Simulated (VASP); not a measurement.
# HgTe (Pm-3m) in VASP: a series of runs, part 3 of 3

VASP 6.6.1. The steps go on from the part before.

## Step 6: Single point, PBE-based screened hybrid

File POSCAR:

```
HgTe
1.0
    3.7903382814      0.0000000000      0.0000000000
    0.0000000000      3.7903382814      0.0000000000
    0.0000000000      0.0000000000      3.7903382814
Hg Te
1 1
Direct
    0.0000000000      0.0000000000      0.0000000000
    0.5000000000      0.5000000000      0.5000000000
```

File INCAR.step1:

```
  PREC = Accurate
  ENCUT = 520
  EDIFF = 1E-5
  ISMEAR = -1
  SIGMA = 0.02
  LREAL = False
  LASPH = True
  NELM = 100
  ALGO = Normal
  ISIF = 2
  LWAVE = True
  LCHARG = False
  NBANDS = 16
  GGA = PE
```

File INCAR.step2:

```
  PREC = Accurate
  ENCUT = 520
  EDIFF = 1E-6
  ISMEAR = -1
  SIGMA = 0.02
  LREAL = False
  LASPH = True
  NELM = 100
  ALGO = Normal
  ISIF = 2
  LWAVE = False
  LCHARG = False
  GGA = PE
  LHFCALC = True
  AEXX = 1.0
  HFSCREEN = 0.3
  PRECFOCK = Normal
  NBANDS = 16
  ISTART = 1
  ALDAC = 1.0
  AGGAC = 1.0
```

File KPOINTS:

```
regular mesh
0
Gamma
  4 4 4
```

Potentials or basis: VASP PAW PBE potentials, release 64 (Hg, Te).

Started as:

```
cat potpaw_PBE.64/Hg/POTCAR potpaw_PBE.64/Te/POTCAR > POTCAR
cp INCAR.step1 INCAR
mpirun -np 1 vasp_std > vasp.out
cp INCAR.step2 INCAR
mpirun -np 1 vasp_std > vasp.out
```

It took 14 min on 1 thread of Intel Xeon 6975P-C (Granite Rapids), shared host; peak memory 0.27 GiB.

Results (log left out):

```yaml
Free_energy: -93.2483 eV
Pressure: -12.4 GPa
Band_gap_on_the_k_mesh: zero (band 9 reaches 7.04 eV, above the bottom of band 10 at 0.35 eV)
```

Levels at points of the mesh, in eV from the Fermi level:
```
           k point  band 5  band 6  band 7  band 8  band 9  band 10  band 11  band 12  band 13  band 14
(0.00, 0.00, 0.00)  -11.98  -11.98  -11.98    0.42    0.42     0.42     3.90     6.85     6.85    13.61
(0.50, 0.00, 0.00)  -12.22  -11.96   -8.64   -8.46    3.17     3.17     5.47     7.34     7.34     7.67
(0.50, 0.50, 0.00)  -12.13  -11.76   -5.17   -5.17   -3.93    -3.52     3.75     9.30     9.30    10.52
(0.50, 0.50, 0.50)  -11.75  -11.75   -1.76   -1.52   -1.52    -1.52    -0.56     1.38     1.38     1.38
```

Caveat: the k points lie up to 0.41 Å⁻¹ apart; the PAW data sets were made with another functional, which shifts forces and pressure a little; spin-orbit coupling is left out, which moves the levels of the heavy elements.

## Step 7: Single point, PBE-based global hybrid

POSCAR is that of step 6.

File INCAR.step1:

```
ALGO = Normal
EDIFF = 1E-5
ENCUT = 520
GGA = PE
ISIF = 2
ISMEAR = -1
LASPH = T
LCHARG = F
LREAL = F
LWAVE = T
NBANDS = 16
NELM = 100
PREC = Accurate
SIGMA = 0.02
```

File INCAR.step2:

```
AEXX = 0.2
ALGO = Normal
EDIFF = 1E-6
ENCUT = 520
GGA = PE
ISIF = 2
ISMEAR = -1
ISTART = 1
LASPH = T
LCHARG = F
LHFCALC = T
LREAL = F
LWAVE = F
NBANDS = 16
NELM = 100
PREC = Accurate
PRECFOCK = Normal
SIGMA = 0.02
```

File KPOINTS:

```
k-points
0
Gamma
  4 4 4
```

Potentials or basis: VASP PAW PBE potentials, release 64 (Hg, Te).

Started as:

```
cat potpaw_PBE.64/Hg/POTCAR potpaw_PBE.64/Te/POTCAR > POTCAR
cp INCAR.step1 INCAR
mpirun -np 1 vasp_std > vasp.out
cp INCAR.step2 INCAR
mpirun -np 1 vasp_std > vasp.out
```

OUTCAR:

```text
AEXX = 0.2
   EDIFF = 1E-6
   ENCUT = 520
   GGA = PE
   ISIF = 2
   ISMEAR = -1
   ISTART = 1
   LASPH = T
   LHFCALC = T
   LREAL = F
   NELM = 100
   PREC = Accurate
   PRECFOCK = Normal

 ion  position               nearest neighbor table
   1  0.000  0.000  0.000-   2 3.28   2 3.28   2 3.28   2 3.28   2 3.28   2 3.28   2 3.28   2 3.28

   2  0.500  0.500  0.500-   1 3.28   1 3.28   1 3.28   1 3.28   1 3.28   1 3.28   1 3.28   1 3.28

  LATTYP: Found a simple cubic cell.
[... 370 lines left out ...]

------------------------ aborting loop because EDIFF is reached ----------------------------------------

  FORCE on cell =-STRESS in cart. coord.  units (eV):
  Direction    XX          YY          ZZ          XY          YZ          ZX
  --------------------------------------------------------------------------------------
  -------------------------------------------------------------------------------------
  Total       -0.3683240     -0.3683240     -0.3683240      0.0000000     -0.0000000      0.0000000
  in kB      -10.8369416    -10.8369416    -10.8369416      0.0000000     -0.0000000      0.0000000
  external PRESSURE =     -10.8369416 kB  Pullay stress =       0.0000000 kB

 VOLUME and BASIS-vectors are now :
 -----------------------------------------------------------------------------
  energy-cutoff  :      520.00
  volume of cell :       54.45
      direct lattice vectors                 reciprocal lattice vectors
     3.790338281  0.000000000  0.000000000     0.263828694  0.000000000  0.000000000
     0.000000000  3.790338281  0.000000000     0.000000000  0.263828694  0.000000000
     0.000000000  0.000000000  3.790338281     0.000000000  0.000000000  0.263828694

 POSITION                                       TOTAL-FORCE (eV/Angst)
 -----------------------------------------------------------------------------------
      0.00000      0.00000      0.00000         0.000000      0.000000      0.000000
      1.89517      1.89517      1.89517         0.000000      0.000000      0.000000
 -----------------------------------------------------------------------------------
    total drift:                               -0.000000      0.000001      0.000000

  FREE ENERGIE OF THE ION-ELECTRON SYSTEM (eV)
  ---------------------------------------------------
  free  energy   TOTEN  =        -3.8049514481 eV

  energy  without entropy=       -3.8015721976  energy(sigma->0) =       -3.80326182
```

OUTCAR.step1:

```text
EDIFF = 1E-5
   ENCUT = 520
   GGA = PE
   ISIF = 2
   ISMEAR = -1
[... 394 lines left out ...]
 -----------------------------------------------------------------------------------
      0.00000      0.00000      0.00000         0.000000      0.000000      0.000000
      1.89517      1.89517      1.89517         0.000000      0.000000      0.000000
 -----------------------------------------------------------------------------------
    total drift:                               -0.000000      0.000000     -0.000000

  FREE ENERGIE OF THE ION-ELECTRON SYSTEM (eV)
  ---------------------------------------------------
  free  energy   TOTEN  =        -2.7986656770 eV

  energy  without entropy=       -2.7952636109  energy(sigma->0) =       -2.79696464
```

OSZICAR.step1:

```text
N       E                     dE             d eps       ncg     rms          rms(c)
DAV:   1     0.108702137447E+03    0.10870E+03   -0.81642E+03   320   0.995E+02
DAV:   2     0.377961734711E+00   -0.10832E+03   -0.10184E+03   376   0.236E+02
DAV:   3    -0.283236432573E+01   -0.32103E+01   -0.31867E+01   392   0.421E+01
DAV:   4    -0.285242207793E+01   -0.20058E-01   -0.20057E-01   408   0.321E+00
DAV:   5    -0.285272354386E+01   -0.30147E-03   -0.30147E-03   408   0.338E-01    0.620E+00
DAV:   6    -0.280139936254E+01    0.51324E-01   -0.11677E-01   376   0.418E+00    0.432E+00
DAV:   7    -0.279871226777E+01    0.26871E-02   -0.19473E-02   368   0.108E+00    0.126E+00
DAV:   8    -0.279860283605E+01    0.10943E-03   -0.22555E-03   368   0.549E-01    0.125E-01
DAV:   9    -0.279863907421E+01   -0.36238E-04   -0.58889E-05   416   0.578E-02    0.962E-02
DAV:  10    -0.279866661030E+01   -0.27536E-04   -0.28248E-05   368   0.437E-02    0.239E-02
DAV:  11    -0.279866567698E+01    0.93332E-06   -0.13517E-06   200   0.134E-02
   1 F= -.27986657E+01 E0= -.27969646E+01  d E =-.340207E-02
```

It took 3.1 min on 1 thread of Intel Xeon 6975P-C (Granite Rapids), shared host; peak memory 0.18 GiB.

Results:

| Item | Value |
| --- | --- |
| Free energy | -3.8050 eV |
| Pressure | -1.1 GPa |
| Band gap on the k mesh | zero (band 9 reaches 5.51 eV, above the bottom of band 10 at 3.27 eV) |

Caveat: the k points lie up to 0.41 Å⁻¹ apart; the PAW data sets were made with another functional, which shifts forces and pressure a little; spin-orbit coupling is left out, which moves the levels of the heavy elements.

## Step 8: Overview

```csv
level,spin,grid for exact exchange (PRECFOCK),share of exact exchange,screening parameter,gap on the mesh (eV),pressure (GPa)
r2SCAN,off,-,-,-,none,0.2
r2SCAN,"collinear, zero start",-,-,-,none,0.2
PBE-based global hybrid,off,Normal,0.05,-,none,0.3
PBE-based screened hybrid,off,Normal,1,0.3 1/Å,none,-12.4
PBE-based global hybrid,off,Normal,0.2,-,none,-1.1
```

Alike in all rows: task single point; potentials or basis VASP PAW PBE potentials, release 64 (Hg, Te); cell as given; k mesh 4 × 4 × 4; cutoff (eV) 520; smearing fermi-dirac 0.02 eV.

Caveats: all runs use coarse meshes; the PAW data sets were made with another functional, which shifts forces and pressure a little; spin-orbit coupling is left out, which moves the levels of the heavy elements.

Total energies depend on the potentials used, so only differences within one code and one set of settings carry meaning.
